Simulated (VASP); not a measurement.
# Mo8Se15 (a cell with a defect) in VASP: single point with PBE

Aim: the single point of Mo8Se15 (a cell with a defect) with PBE.

All numbers are computed with VASP 6.6.1; they aren't measurements. Logs are shortened: lines on timing, memory, paths and dates and some standing lists are left out, and cuts for length are marked.

**1. The cell of the first run**

The cell holds a defect, 23 atoms: a = 6.590 Å, b = 6.590 Å, c = 12.928 Å, α = 90.00°, β = 90.00°, γ = 60.00°.

**2. Single point, PBE**

INCAR reads:

```
SYSTEM = Mo8Se15
  PREC = Accurate
  ENCUT = 520
  EDIFF = 1E-6
  ISMEAR = 0
  SIGMA = 0.1
  LREAL = Auto
  LASPH = .TRUE.
  NELM = 80
  ALGO = Normal
  ISIF = 2
  LWAVE = .FALSE.
  LCHARG = .FALSE.
  GGA = PE
  NBANDS = 118
```

KPOINTS reads:

```
Automatic mesh
0
G
  3 3 1
  0 0 0
```

POSCAR reads:

```
Mo8Se15
1.0
    3.2951700000      5.7074000000      0.0000000000
   -3.2951700000      5.7074000000      0.0000000000
    0.0000000000      0.0000000000     12.9281320000
Se Mo
15 8
Direct
    0.1630643350      0.1641298339      0.6237987050
    0.3336018183      0.3334840702      0.1192318426
    0.1667732738      0.1680424041      0.8801994751
    0.3336093318      0.3334833899      0.3776317414
    0.1629789276      0.6737631967      0.6237909700
    0.3343510334      0.8331155888      0.1190726549
    0.1667626751      0.6661596713      0.8802165696
    0.3335851959      0.8334971883      0.3775335060
    0.6725487596      0.1641558694      0.6237953789
    0.6649768884      0.1679852309      0.8801900383
    0.8336145529      0.3334564427      0.3775330419
    0.6661820391      0.6673188545      0.6218000404
    0.8332202341      0.8331243361      0.1190934622
    0.8332310290      0.3342124654      1.1191018935
    0.8336134619      0.8334899477      0.3775284009
    0.1669221815      0.1667922944      0.2482575209
    0.3328354267      0.3340878659      0.7515640311
    0.1669173214      0.6668639099      0.2482507140
    0.3417015424      0.8295838064      0.7515147587
    0.6669645050      0.1667985044      0.2482642504
    0.8284447951      0.3428519425      0.7514946475
    0.6669172656      0.6668234920      0.2484983910
    0.8284411439      0.8295691585      0.7514983603
```

Potentials or basis: VASP PAW PBE potentials, release 64 (Se, Mo_sv).

Launch:

```
> cat potpaw_PBE.64/Se/POTCAR potpaw_PBE.64/Mo_sv/POTCAR > POTCAR
> mpirun -np 1 vasp_std > vasp.out
```

OUTCAR:

```text
SYSTEM = Mo8Se15
   PREC = Accurate
   ENCUT = 520
   EDIFF = 1E-6
   ISMEAR = 0
   LREAL = Auto
   LASPH = .TRUE.
   NELM = 80
   ISIF = 2
   GGA = PE

 ion  position               nearest neighbor table
   1  0.163  0.164  0.624-  19 2.53  21 2.53  17 2.55
   2  0.334  0.333  0.119-  18 2.53  16 2.53  20 2.53
   3  0.167  0.168  0.880-  17 2.52  21 2.55  19 2.55
   4  0.334  0.333  0.378-  20 2.53  16 2.53  18 2.53
   5  0.163  0.674  0.624-  23 2.53  19 2.53  17 2.55
   6  0.334  0.833  0.119-  22 2.53  18 2.53  16 2.53
   7  0.167  0.666  0.880-  17 2.52  23 2.55  19 2.55
   8  0.334  0.833  0.378-  22 2.53  16 2.53  18 2.53
   9  0.673  0.164  0.624-  21 2.53  23 2.53  17 2.55
  10  0.665  0.168  0.880-  17 2.52  21 2.55  23 2.55
  11  0.834  0.333  0.378-  22 2.53  20 2.53  16 2.53
  12  0.666  0.667  0.622-  21 2.50  23 2.50  19 2.50
  13  0.833  0.833  0.119-  22 2.53  18 2.53  20 2.53
  14  0.833  0.334  0.119-  22 2.53  16 2.53  20 2.53
  15  0.834  0.833  0.378-  22 2.53  20 2.53  18 2.53
  16  0.167  0.167  0.248-   2 2.53   8 2.53  11 2.53  14 2.53   6 2.53   4 2.53  18 3.29  20 3.29
                            22 3.30  22 3.30  20 3.30  18 3.30
  17  0.333  0.334  0.752-   7 2.52   3 2.52  10 2.52   5 2.55   9 2.55   1 2.55  19 3.30  23 3.30
                            21 3.30  21 3.30  23 3.30  19 3.30
  18  0.167  0.667  0.248-   2 2.53  15 2.53   8 2.53  13 2.53   6 2.53   4 2.53  16 3.29  20 3.29
                            22 3.30  22 3.30  20 3.30  16 3.30
  19  0.342  0.830  0.752-  12 2.50   1 2.53   5 2.53   7 2.55   3 2.55  23 3.21  21 3.21  17 3.30
                            17 3.30  21 3.38  23 3.38
  20  0.667  0.167  0.248-   2 2.53  15 2.53  11 2.53  14 2.53  13 2.53   4 2.53  18 3.29  16 3.29
                            22 3.30  22 3.30  16 3.30  18 3.30
  21  0.828  0.343  0.751-  12 2.50   9 2.53   1 2.53  10 2.55   3 2.55  23 3.21  19 3.21  17 3.30
                            17 3.30  19 3.38  23 3.38
  22  0.667  0.667  0.248-  14 2.53   8 2.53  13 2.53   6 2.53  15 2.53  11 2.53  18 3.30  16 3.30
                            20 3.30  20 3.30  16 3.30  18 3.30
  23  0.828  0.830  0.751-  12 2.50   5 2.53   9 2.53   7 2.55  10 2.55  21 3.21  19 3.21  17 3.30
                            17 3.30  19 3.38  21 3.38

  LATTYP: Found a hexagonal cell.
 ALAT       =     6.5903383896
 C/A-ratio  =     1.9616795430

  Lattice vectors:

 A1 = (   3.2951700000,  -5.7074000000,   0.0000000000)
 A2 = (   3.2951700000,   5.7074000000,   0.0000000000)
 A3 = (   0.0000000000,   0.0000000000,  12.9281320000)

Analysis of symmetry for initial positions (statically):
=====================================================================
 Subroutine PRICEL returns:
 Original cell was already a primitive cell.

 Routine SETGRP: Setting up the symmetry group for a
 hexagonal supercell.

 Subroutine GETGRP returns: Found  1 space group operations
 (whereof  1 operations were pure point group operations)
 out of a pool of 24 trial point group operations.

The static configuration has the point symmetry C_1 .

Analysis of symmetry for dynamics (positions and initial velocities):
=====================================================================
 Subroutine PRICEL returns:
 Original cell was already a primitive cell.

 Routine SETGRP: Setting up the symmetry group for a
 hexagonal supercell.

 Subroutine GETGRP returns: Found  1 space group operations
 (whereof  1 operations were pure point group operations)
 out of a pool of 24 trial point group operations.

The dynamic configuration has the point symmetry C_1 .

 Subroutine INISYM returns: Found  1 space group operations
 (whereof  1 operations are pure point group operations),
 and found     1 'primitive' translations

----------------------------------------------------------------------------------------

                                     Primitive cell

  volume of cell :     486.2750

  direct lattice vectors                    reciprocal lattice vectors
     3.295170000  5.707400000  0.000000000     0.151737240  0.087605565  0.000000000
    -3.295170000  5.707400000  0.000000000    -0.151737240  0.087605565  0.000000000
     0.000000000  0.000000000 12.928132000     0.000000000  0.000000000  0.077350695

  length of vectors
     6.590338390  6.590338390 12.928132000     0.175211087  0.175211087  0.077350695

  position of ions in fractional coordinates (direct lattice)
     0.163064335  0.164129834  0.623798705
     0.333601818  0.333484070  0.119231843
     0.166773274  0.168042404  0.880199475
     0.333609332  0.333483390  0.377631741
     0.162978928  0.673763197  0.623790970
     0.334351033  0.833115589  0.119072655
[... 15 lines left out ...]
     0.666917266  0.666823492  0.248498391
     0.828441144  0.829569158  0.751498360

  ion indices of the primitive-cell ions
   primitive index   ion index
                 1           1
                 2           2
                 3           3
                 4           4
                 5           5
                 6           6
[... 15 lines left out ...]
                22          22
                23          23

----------------------------------------------------------------------------------------

 KPOINTS: Automatic mesh

Automatic generation of k-mesh.
 Grid dimensions read from file:
 generate k-points for:    3    3    1

 Generating k-lattice:

  Cartesian coordinates                     Fractional coordinates (reciprocal lattice)
     0.050579080  0.029201855  0.000000000     0.333333333 -0.000000000  0.000000000
    -0.050579080  0.029201855  0.000000000    -0.000000000  0.333333333  0.000000000
     0.000000000  0.000000000  0.077350695     0.000000000  0.000000000  1.000000000

  Length of vectors
     0.058403696  0.058403696  0.077350695

  Shift w.r.t. Gamma in fractional coordinates (k-lattice)
     0.000000000  0.000000000  0.000000000

 Subroutine IBZKPT returns following result:
 ===========================================

 Found      5 irreducible k-points:

 Following reciprocal coordinates:
            Coordinates               Weight
  0.000000  0.000000  0.000000      1.000000
  0.333333  0.000000  0.000000      2.000000
  0.333333  0.333333  0.000000      2.000000
  0.000000  0.333333  0.000000      2.000000
 -0.333333  0.333333  0.000000      2.000000
   k-points           NKPTS =      5   k-points in BZ     NKDIM =      5   number of bands    NBANDS=    118
   number of dos      NEDOS =    301   number of ions     NIONS =     23
   total plane-waves  NPLWV = 240000
   dimension x,y,z NGX =    50 NGY =   50 NGZ =   96
   dimension x,y,z NGXF=   100 NGYF=  100 NGZF=  192
   ions per type =              15   8
   NGX,Y,Z   is equivalent  to a cutoff of  12.61, 12.61, 12.34 a.u.
   NGXF,Y,Z  is equivalent  to a cutoff of  25.23, 25.23, 24.69 a.u.
 SYSTEM =  Mo8Se15
   PREC   = accura    normal or accurate (medium, high low for compatibility)
   ISTART =      0    job   : 0-new  1-cont  2-samecut
   ICHARG =      2    charge: 1-file 2-atom 10-const
   ISPIN  =      1    spin polarized calculation?
   LNONCOLLINEAR =      F non collinear calculations
   LSORBIT =      F    spin-orbit coupling
   LASPH  =      T    aspherical Exc in radial PAW
   ENCUT  =  520.0 eV  38.22 Ry    6.18 a.u.  12.25 12.25 24.04*2*pi/ulx,y,z
   NELM   =     80;   NELMIN=  2; NELMDL= -5     # of ELM steps
   EDIFF  = 0.1E-05   stopping-criterion for ELM
   LREAL  =      T    real-space projection
   EDIFFG = 0.1E-04   stopping-criterion for IOM
   NSW    =      0    number of steps for IOM
   IBRION =     -1    ionic relax: 0-MD 1-quasi-New 2-CG
   NFREE  =      0    steps in history (QN), initial steepest desc. (CG)
   ISIF   =      2    stress and relaxation
   ISYM   =      2    0-nonsym 1-usesym 2-fastsym
   POTIM  = 0.5000    time-step for ionic-motion
   TEBEG  =    0.0;   TEEND  =   0.0 temperature during run
   PSTRESS=    0.0 pullay stress
   NELECT =     202.0000    total number of electrons
   NUPDOWN=      -1.0000    fix difference up-down
   EMIN   =  10.00;   EMAX   =-10.00  energy-range for DOS
   EFERMI =   0.00;   METHOD = LEGACY
   ISMEAR =     0;   SIGMA  =   0.10  broadening in eV -4-tet -1-fermi 0-gaus
   EFERMI_NEDOS =   21; number of points for ismear=-14 and -15
   IALGO  =     38    algorithm
   IMIX   =      4    mixing-type and parameters
     AMIX     =   0.40;   BMIX     =  1.00
     AMIX_MAG =   1.60;   BMIX_MAG =  1.00
  volume/ion in A,a.u.               =      21.14       142.68
  Fermi-wavevector in a.u.,A,eV,Ry     =   1.221513  2.308324 20.301161  1.492093
  Thomas-Fermi vector in A             =   2.356692
   LORBIT       =      0    0 simple, 1 ext, 2 COOP (PROOUT), +10 PAW based schemes
   GGA     = PE    functional components
   LHFCALC =     F    Hartree Fock is set to
   AEXX    =    0.0000 exact exchange contribution
   IVDW    =     0    specifies the selected vdW correction
   LEPSILON=     F    determine dielectric tensor
   LRPA    =     F    only Hartree local field effects (RPA)
 non-spin polarized calculation
 Gauss-broadening in eV      SIGMA  =   0.10
  energy-cutoff  :      520.00
  volume of cell :      486.27
 maximum number of plane-waves:     13093
 NGX is ok and might be reduce to    50
   NGX = 25   NGY = 25   NGZ = 49

 number of electron     201.9999993 magnetization

 Free energy of the ion-electron system (eV)
  ---------------------------------------------------
  ext. energy  EPLUGINS =         0.00000000
  ---------------------------------------------------
  free energy    TOTEN  =      -153.23250659 eV

  energy without entropy =     -153.23005987  energy(sigma->0) =     -153.23128323

 E-fermi :   6.1378     XC(G=0): -10.4248

 val. band max:        6.0050671846   @ k =   0.0000   0.0000   0.0000
 cond. band min:       6.2892342543   @ k =  -0.3333   0.3333   0.0000
 fundamental gap:      0.2841670697
 Fermi energy:         6.1378162380

 k-point     1 :       0.0000    0.0000    0.0000
  band No.  band energies     occupation
      1     -55.2691      2.00000
      2     -55.1980      2.00000
      3     -55.1761      2.00000
      4     -55.1732      2.00000
      5     -55.1730      2.00000
      6     -55.1707      2.00000
[... 105 lines left out ...]
    112       7.8762      0.00000
    113       8.1051      0.00000

 k-point     2 :       0.3333    0.0000    0.0000
  band No.  band energies     occupation
      1     -55.2685      2.00000
      2     -55.1922      2.00000
      3     -55.1804      2.00000
      4     -55.1746      2.00000
      5     -55.1732      2.00000
      6     -55.1680      2.00000
[... 105 lines left out ...]
    112       7.9306      0.00000
    113       7.9575      0.00000

 k-point     3 :       0.3333    0.3333    0.0000
  band No.  band energies     occupation
      1     -55.2685      2.00000
      2     -55.1922      2.00000
      3     -55.1803      2.00000
      4     -55.1747      2.00000
      5     -55.1731      2.00000
      6     -55.1680      2.00000
[... 105 lines left out ...]
    112       7.9305      0.00000
    113       7.9576      0.00000

 k-point     4 :       0.0000    0.3333    0.0000
  band No.  band energies     occupation
      1     -55.2685      2.00000
      2     -55.1922      2.00000
      3     -55.1803      2.00000
      4     -55.1748      2.00000
      5     -55.1731      2.00000
      6     -55.1680      2.00000
[... 105 lines left out ...]
    112       7.9305      0.00000
    113       7.9575      0.00000

 k-point     5 :      -0.3333    0.3333    0.0000
  band No.  band energies     occupation
      1     -55.2682      2.00000
      2     -55.1854      2.00000
      3     -55.1821      2.00000
      4     -55.1819      2.00000
      5     -55.1710      2.00000
      6     -55.1654      2.00000
[... 105 lines left out ...]
    112       7.7413      0.00000
    113       7.7620      0.00000
 [bands above 113 left out]

------------------------ aborting loop because EDIFF is reached ----------------------------------------

  FORCE on cell =-STRESS in cart. coord.  units (eV):
  Direction    XX          YY          ZZ          XY          YZ          ZX
  --------------------------------------------------------------------------------------
  -------------------------------------------------------------------------------------
  Total        0.7091821      0.7103018      9.6887711     -0.0001181     -0.0023552      0.0121243
  in kB        2.3366112      2.3403003     31.9225348     -0.0003891     -0.0077599      0.0399472
  external PRESSURE =      12.1998154 kB  Pullay stress =       0.0000000 kB

 VOLUME and BASIS-vectors are now :
 -----------------------------------------------------------------------------
  energy-cutoff  :      520.00
  volume of cell :      486.27
      direct lattice vectors                 reciprocal lattice vectors
     3.295170000  5.707400000  0.000000000     0.151737240  0.087605565  0.000000000
    -3.295170000  5.707400000  0.000000000    -0.151737240  0.087605565  0.000000000
     0.000000000  0.000000000 12.928132000     0.000000000  0.000000000  0.077350695

 POSITION                                       TOTAL-FORCE (eV/Angst)
 -----------------------------------------------------------------------------------
     -0.00351      1.86743      8.06455         0.000642      0.001000     -0.033220
      0.00039      3.80733      1.54144        -0.000452     -0.000908     -0.035440
     -0.00418      1.91093     11.37934        -0.005380      0.001790      0.036333
      0.00041      3.80736      4.88207        -0.000658     -0.000628      0.026082
     -1.68312      4.77562      8.06445         0.002375     -0.000254     -0.034410
     -1.64351      6.66320      1.53939         0.002565      0.001756     -0.032569
[... 15 lines left out ...]
      0.00031      7.61219      3.21262         0.001408     -0.000186      0.008661
     -0.00372      9.46293      9.71547        -0.001891     -0.007115      0.012561
 -----------------------------------------------------------------------------------
    total drift:                               -0.019958      0.008870     -0.024345

  FREE ENERGIE OF THE ION-ELECTRON SYSTEM (eV)
  ---------------------------------------------------
  free  energy   TOTEN  =      -153.2325065888 eV

  energy  without entropy=     -153.2300598669  energy(sigma->0) =     -153.23128323
```

Wall time 13 min (1 thread of AMD EPYC 9755, shared host); peak memory 0.57 GiB.

What came out:

| Property | Result |
| --- | --- |
| Free energy | -153.2325 eV |
| Pressure | 1.2 GPa |
| Largest force | 0.038 eV/Å |
| Band gap on the k mesh | 0.28 eV |

Forces in eV/Å, atoms in the order of the input:
```
Se   0.001  0.001 -0.033
Se   0.000 -0.001 -0.035
Se  -0.005  0.002  0.036
Se  -0.001 -0.001  0.026
Se   0.002  0.000 -0.034
Se   0.003  0.002 -0.033
Se   0.002 -0.001  0.037
Se   0.000 -0.001  0.027
Se   0.001 -0.001 -0.034
Se  -0.007  0.001  0.037
Se   0.000  0.000  0.027
Se  -0.001  0.000 -0.032
Se   0.001  0.001 -0.034
Se  -0.001  0.001 -0.034
Se   0.000  0.000  0.028
Mo   0.001 -0.001  0.005
Mo   0.004 -0.002 -0.008
Mo   0.001  0.000  0.006
Mo   0.006  0.005  0.012
Mo   0.001  0.000  0.005
Mo  -0.005  0.004  0.010
Mo   0.001  0.000  0.009
Mo  -0.002 -0.007  0.013
```

Stress tensor (GPa, compression positive):
```
0.23 0.00 0.00
0.00 0.23 0.00
0.00 0.00 3.19
```

Caveat: the k points lie up to 0.49 Å⁻¹ apart; semilocal functionals underestimate gaps, and a narrow one can read as zero.
